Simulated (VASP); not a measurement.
# MgCd3O4 (Pm-3m) in VASP: a series of runs, part 2 of 2

VASP 6.6.1. Earlier steps stand in the parts before.

## (4) Single point, PBE

The input, INCAR:

```
SYSTEM = MgCd3O4
PREC = Accurate ; ENCUT = 520
EDIFF = 1E-6 ; ISMEAR = 0
SIGMA = 0.1 ; LREAL = .FALSE.
LASPH = .TRUE. ; NELM = 80
ALGO = Normal ; ISIF = 2
LWAVE = .FALSE. ; LCHARG = .FALSE.
GGA = PE ; NBANDS = 41
```

The input, KPOINTS:

```
regular mesh
0
G
  8 8 8
  0 0 0
```

The input, POSCAR:

```
MgCd3O4
1.0
    4.6800470188      0.0000000000      0.0000000000
    0.0000000000      4.6800470188      0.0000000000
    0.0000000000      0.0000000000      4.6800470188
Mg Cd O
1 3 4
Direct
    0.5000000000      0.5000000000      0.5000000000
    0.5000000000      0.0000000000      0.0000000000
    0.0000000000      0.0000000000      0.5000000000
    0.0000000000      0.5000000000      0.0000000000
    0.0000000000      0.5000000000      0.5000000000
    0.5000000000      0.5000000000      0.0000000000
    0.0000000000      0.0000000000      0.0000000000
    0.5000000000      0.0000000000      0.5000000000
```

Potentials or basis: VASP PAW PBE potentials, release 64 (Mg, Cd, O).

Run with:

```bash
> cat potpaw_PBE.64/Mg/POTCAR potpaw_PBE.64/Cd/POTCAR potpaw_PBE.64/O/POTCAR > POTCAR
> mpirun -np 1 vasp_std > vasp.out
```

OUTCAR:

```text
SYSTEM = MgCd3O4
   PREC = Accurate
   ENCUT = 520
   EDIFF = 1E-6
   ISMEAR = 0
   LREAL = .FALSE.
   LASPH = .TRUE.
   NELM = 80
   ISIF = 2
   GGA = PE

 ion  position               nearest neighbor table
   1  0.500  0.500  0.500-   5 2.34   6 2.34   8 2.34   6 2.34   8 2.34   5 2.34   2 3.31   4 3.31
                             2 3.31   2 3.31   3 3.31   3 3.31   2 3.31   3 3.31   4 3.31   4 3.31
   2  0.500  0.000  0.000-   6 2.34   7 2.34   8 2.34   8 2.34   6 2.34   7 2.34   1 3.31   3 3.31
                             1 3.31   1 3.31   4 3.31   3 3.31   1 3.31   3 3.31   4 3.31   4 3.31
   3  0.000  0.000  0.500-   5 2.34   7 2.34   8 2.34   7 2.34   5 2.34   8 2.34   2 3.31   4 3.31
                             1 3.31   1 3.31   4 3.31   2 3.31   4 3.31   1 3.31   2 3.31   4 3.31
   4  0.000  0.500  0.000-   5 2.34   6 2.34   7 2.34   5 2.34   7 2.34   6 2.34   1 3.31   3 3.31
                             1 3.31   2 3.31   3 3.31   2 3.31   3 3.31   1 3.31   2 3.31   3 3.31
   5  0.000  0.500  0.500-   1 2.34   3 2.34   4 2.34   4 2.34   3 2.34   1 2.34
   6  0.500  0.500  0.000-   1 2.34   2 2.34   4 2.34   1 2.34   2 2.34   4 2.34
   7  0.000  0.000  0.000-   2 2.34   3 2.34   4 2.34   3 2.34   4 2.34   2 2.34
   8  0.500  0.000  0.500-   1 2.34   2 2.34   3 2.34   2 2.34   1 2.34   3 2.34

  LATTYP: Found a simple cubic cell.
 ALAT       =     4.6800470188

  Lattice vectors:

 A1 = (   4.6800470188,   0.0000000000,   0.0000000000)
 A2 = (   0.0000000000,   4.6800470188,   0.0000000000)
 A3 = (   0.0000000000,   0.0000000000,   4.6800470188)

Analysis of symmetry for initial positions (statically):
=====================================================================
 Subroutine PRICEL returns:
 Original cell was already a primitive cell.

 Routine SETGRP: Setting up the symmetry group for a
 simple cubic supercell.

 Subroutine GETGRP returns: Found 48 space group operations
 (whereof 48 operations were pure point group operations)
 out of a pool of 48 trial point group operations.

The static configuration has the point symmetry O_h .

[... 146 lines left out ...]
  Fermi-wavevector in a.u.,A,eV,Ry     =   1.384486  2.616299 26.079661  1.916801
  Thomas-Fermi vector in A             =   2.508985
   LORBIT       =      0    0 simple, 1 ext, 2 COOP (PROOUT), +10 PAW based schemes
   GGA     = PE    functional components
   LHFCALC =     F    Hartree Fock is set to
   AEXX    =    0.0000 exact exchange contribution
   IVDW    =     0    specifies the selected vdW correction
   LEPSILON=     F    determine dielectric tensor
   LRPA    =     F    only Hartree local field effects (RPA)
 non-spin polarized calculation
 Gauss-broadening in eV      SIGMA  =   0.10
  energy-cutoff  :      520.00
  volume of cell :      102.51
 maximum number of plane-waves:      2800
 NGX is ok and might be reduce to    36
   NGX = 17   NGY = 17   NGZ = 17

 number of electron      62.0000033 magnetization

 Free energy of the ion-electron system (eV)
  ---------------------------------------------------
  ext. energy  EPLUGINS =         0.00000000
  ---------------------------------------------------
  free energy    TOTEN  =       -34.34122636 eV

  energy without entropy =      -34.34062125  energy(sigma->0) =      -34.34092380

 E-fermi :   2.3186     XC(G=0): -11.2446

 val. band max:        2.2254522618   @ k =   0.5000   0.5000   0.5000
 cond. band min:       2.6854571171   @ k =   0.1250   0.0000   0.0000
 fundamental gap:      0.4600048553
 Fermi energy:         2.3185712414

 k-point     1 :       0.0000    0.0000    0.0000
  band No.  band energies     occupation
      1     -15.1729      2.00000
      2     -14.5718      2.00000
      3     -14.4219      2.00000
      4     -14.4219      2.00000
      5      -4.8455      2.00000
      6      -4.8455      2.00000
[... 1045 lines left out ...]
     40      11.6072      0.00000
     41      11.8616      0.00000

 [... further k-points ...]
[... 5 lines left out ...]
  --------------------------------------------------------------------------------------
  -------------------------------------------------------------------------------------
  Total        0.6633844      0.6633844      0.6633844      0.0000000     -0.0000000     -0.0000000
  in kB       10.3687205     10.3687205     10.3687205      0.0000000     -0.0000000     -0.0000000
  external PRESSURE =      10.3687205 kB  Pullay stress =       0.0000000 kB

 VOLUME and BASIS-vectors are now :
 -----------------------------------------------------------------------------
  energy-cutoff  :      520.00
  volume of cell :      102.51
      direct lattice vectors                 reciprocal lattice vectors
     4.680047019  0.000000000  0.000000000     0.213673067  0.000000000  0.000000000
     0.000000000  4.680047019  0.000000000     0.000000000  0.213673067  0.000000000
     0.000000000  0.000000000  4.680047019     0.000000000  0.000000000  0.213673067

 POSITION                                       TOTAL-FORCE (eV/Angst)
 -----------------------------------------------------------------------------------
      2.34002      2.34002      2.34002         0.000000      0.000000      0.000000
      2.34002      0.00000      0.00000         0.000000      0.000000      0.000000
      0.00000      0.00000      2.34002         0.000000      0.000000      0.000000
      0.00000      2.34002      0.00000         0.000000      0.000000      0.000000
      0.00000      2.34002      2.34002         0.000000      0.000000      0.000000
      2.34002      2.34002      0.00000         0.000000      0.000000      0.000000
      0.00000      0.00000      0.00000         0.000000      0.000000      0.000000
      2.34002      0.00000      2.34002         0.000000      0.000000      0.000000
 -----------------------------------------------------------------------------------
    total drift:                                0.000000     -0.000000     -0.000000

  FREE ENERGIE OF THE ION-ELECTRON SYSTEM (eV)
  ---------------------------------------------------
  free  energy   TOTEN  =       -34.3412263571 eV

  energy  without entropy=      -34.3406212479  energy(sigma->0) =      -34.34092380
```

OSZICAR:

```text
N       E                     dE             d eps       ncg     rms          rms(c)
DAV:   1     0.515467818852E+03    0.51547E+03   -0.32611E+04  2870   0.151E+03
DAV:   2    -0.602561672481E+01   -0.52149E+03   -0.49098E+03  3149   0.398E+02
DAV:   3    -0.411724004878E+02   -0.35147E+02   -0.34767E+02  3396   0.108E+02
DAV:   4    -0.415385936720E+02   -0.36619E+00   -0.36583E+00  2995   0.116E+01
DAV:   5    -0.415404887097E+02   -0.18950E-02   -0.18945E-02  3333   0.754E-01    0.199E+01
DAV:   6    -0.343019459154E+02    0.72385E+01   -0.24873E+01  4131   0.568E+01    0.165E+01
DAV:   7    -0.344372273027E+02   -0.13528E+00   -0.42768E+00  2898   0.135E+01    0.886E+00
DAV:   8    -0.343887760805E+02    0.48451E-01   -0.73144E-01  3042   0.503E+00    0.214E+00
DAV:   9    -0.343403644793E+02    0.48412E-01   -0.11889E-01  3832   0.263E+00    0.404E-01
DAV:  10    -0.343409734439E+02   -0.60896E-03   -0.14048E-02  2958   0.700E-01    0.185E-01
DAV:  11    -0.343411674439E+02   -0.19400E-03   -0.11963E-03  3306   0.221E-01    0.774E-02
DAV:  12    -0.343412182875E+02   -0.50844E-04   -0.25424E-04  3242   0.979E-02    0.245E-02
DAV:  13    -0.343412276667E+02   -0.93791E-05   -0.36855E-05  2941   0.427E-02    0.115E-02
DAV:  14    -0.343412265261E+02    0.11405E-05   -0.85827E-06  3009   0.176E-02    0.573E-03
DAV:  15    -0.343412263571E+02    0.16907E-06   -0.61230E-07  1871   0.585E-03
   1 F= -.34341226E+02 E0= -.34340924E+02  d E =-.605109E-03
```

stdout:

```text
POSCAR found type information on POSCAR MgCdO
 POSCAR found :  3 types and       8 ions
 scaLAPACK will be used
 LDA part: xc-table for (Slater+PW92), standard interpolation
 POSCAR, INCAR and KPOINTS ok, starting setup
 FFT: planning ... GRIDC
 FFT: planning ... GRID_SOFT
 FFT: planning ... GRID
 WAVECAR not read
 entering main loop
```

It took 85 s on 1 thread of Intel Xeon Platinum 8488C (Sapphire Rapids), shared host; peak memory 0.27 GiB.

Results:

```yaml
Free_energy: -34.3412 eV
Pressure: 1.0 GPa
Band_gap_on_the_k_mesh: zero (bands 31 and 32 overlap by 0.16 eV)
```

Levels at points of the mesh, in eV from the Fermi level:
```csv
k point,band 29,band 30,band 31,band 32,band 33,band 34
"(0.00, 0.00, 0.00)",-1.43,-1.43,-1.43,-0.25,3.80,3.80
"(0.50, 0.00, 0.00)",-1.89,-1.68,-1.68,3.53,3.69,5.97
"(0.50, 0.50, 0.00)",-0.22,-0.22,-0.20,5.11,5.20,5.20
"(0.50, 0.50, 0.50)",-0.09,-0.09,-0.09,4.35,4.49,4.49
```

Caveat: semilocal functionals underestimate gaps, so a narrow gap can read as zero.

## (5) Summary

| cell | k mesh | gap on the mesh (eV) | pressure (GPa) |
| --- | --- | --- | --- |
| a = 4.681 Å, 8 atoms | 4 × 4 × 4 | none | 1.0 |
| a = 5.003 Å, 8 atoms | 4 × 4 × 4 | none | -16.0 |
| a = 4.680 Å, 8 atoms | 8 × 8 × 8 | none | 1.0 |

Alike in all rows: task single point; level PBE; potentials or basis VASP PAW PBE potentials, release 64 (Mg, Cd, O); no spin polarisation; cutoff (eV) 520; smearing gaussian 0.1 eV.

Caveats: semilocal functionals underestimate gaps, so a narrow gap can read as zero; the cell stands under tension (at least some runs).

Total energies depend on the potentials used, so only differences within one code and one set of settings carry meaning.
